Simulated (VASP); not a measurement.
A run of VASP 6.6.1:

File INCAR:

```
PREC = Accurate ; ENCUT = 700
EDIFF = 1E-6 ; ISMEAR = 0
SIGMA = 0.05 ; LREAL = F
LASPH = T ; NELM = 200
ALGO = Normal ; ISIF = 2
LWAVE = F ; LCHARG = T
ISPIN = 2 ; MAGMOM = 2 0
LORBIT = 11 ; LMAXMIX = 4
LDAU = T ; LDAUTYPE = 2
LDAUL = 2 -1 ; LDAUU = 4.2 0
LDAUJ = 0 0 ; LDAUPRINT = 1
GGA = CA ; LELF = T
LVHAR = T ; NBANDS = 23
GGA_COMPAT = F
```

The input KPOINTS:

```
regular mesh
0
Gamma
  12 12 12
```

Contents of POSCAR:

```
NiO
1.0
    0.0000000000      2.0913095126      2.0913095126
    2.0913095126      0.0000000000      2.0913095126
    2.0913095126      2.0913095126      0.0000000000
Ni O
1 1
Direct
    0.0000000000      0.0000000000      0.0000000000
    0.5000000000      0.5000000000      0.5000000000
```

Potentials or basis: VASP PAW LDA potentials, release 64 (Ni_sv_GW, O).

Launch:

```sh
$ cat potpaw_LDA.64/Ni_sv_GW/POTCAR potpaw_LDA.64/O/POTCAR > POTCAR
$ mpirun -np 1 vasp_std > vasp.out
```

Hardware: 1 thread of AMD EPYC 9R45 96-Core Processor (Zen 5), on a shared host.

Estimate the wall time of this run.

It took 83 s on 1 thread of AMD EPYC 9R45 96-Core Processor (Zen 5), with other jobs on the host, peak memory 0.19 GiB. Counts: scf iterations 15, k points 72.
